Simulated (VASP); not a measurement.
A run of VASP 6.6.1:

INCAR

```
SYSTEM = Sn
PREC = Accurate
ENCUT = 520
EDIFF = 1E-7
ISMEAR = -1
SIGMA = 0.1
LREAL = .FALSE.
LASPH = .TRUE.
NELM = 100
ALGO = Normal
ISIF = 2
LWAVE = .FALSE.
LCHARG = .FALSE.
GGA = RE
NBANDS = 28
```

The input KPOINTS:

```
Automatic mesh
0
G
  7 7 10
  0 0 0
```

File POSCAR:

```
Sn
1.0
    5.4484204785      0.0000000000      0.0000000000
   -2.7242102392      4.7184705449      0.0000000000
    0.0000000000      0.0000000000      3.3243236040
Sn
3
Direct
    0.0000000000      0.0000000000      0.0000000000
    0.3333333333      0.6666666667      0.5000000000
    0.6666666667      0.3333333333      0.5000000000
```

Potentials or basis: VASP PAW PBE potentials, release 64 (Sn_d).

Command:

```console
$ cat potpaw_PBE.64/Sn_d/POTCAR > POTCAR
$ mpirun -np 1 vasp_std > vasp.out
```

Hardware: 1 thread of Intel(R) Xeon(R) 6975P-C (Granite Rapids), with other jobs on the host.

Q: How long does it take, and how much memory?

A: It took 65 s on 1 thread of Intel(R) Xeon(R) 6975P-C (Granite Rapids) (shared host), peak memory 0.25 GiB. Counts: scf iterations 13, k points 48.
